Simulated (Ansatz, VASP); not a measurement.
One calculation of Al8N7, two programs

```xyz
15
Lattice="-3.0810 -5.3364 0.0000 4.6215 -2.6682 0.0000 0.0000 0.0000 5.0310" Properties=species:S:1:pos:R:3 pbc="T T T"
Al   -0.0059   -3.5387    0.0157
Al    1.5387   -4.4448    2.5041
Al    2.9819   -3.4706    0.0298
Al    0.0001   -1.7711    2.5506
Al    1.5530   -0.9972    0.0316
Al    3.1507   -1.7404    2.5622
Al    1.5505   -6.2579   -0.0894
Al   -1.5254   -4.4558    2.5165
N     0.0004   -3.5438    1.9181
N     1.5097   -4.4573    4.4003
N     3.0926   -3.5258    1.9537
N    -0.0863   -1.7269    4.4547
N     1.5713   -0.9074    1.9634
N     4.6559   -0.8852    6.8507
N    -1.5011   -4.5262    4.4305
```

Alike in both runs: functional PBE; k mesh 2 × 2 × 2; occupations gaussian, width 0.05 eV; collinear spin.

Ansatz relaxed the structure, and its values are those at the end. VASP's run is a single point on that final structure, the one shown.

```csv
,VASP,Ansatz
version,VASP 6.6.1,Ansatz 0.2.0
potentials or method,"VASP PAW PBE potentials, release 64 (Al, N), cutoff 520 eV","scalar-relativistic, plane waves, PAW"
valence electrons in the cell,59,59
```

|  | VASP | Ansatz | Ansatz less VASP |
| --- | --- | --- | --- |
| rms of the force components (eV/Å) | 0.010 | 0.009 | -0.0012 |
| net moment per atom (μB) | 0.00 | 0.00 | 0.000 |

Ansatz's warnings: filled band counts differ across k points, seeded moment not kept.

The k mesh is coarse, so the values compare programs but aren't converged.
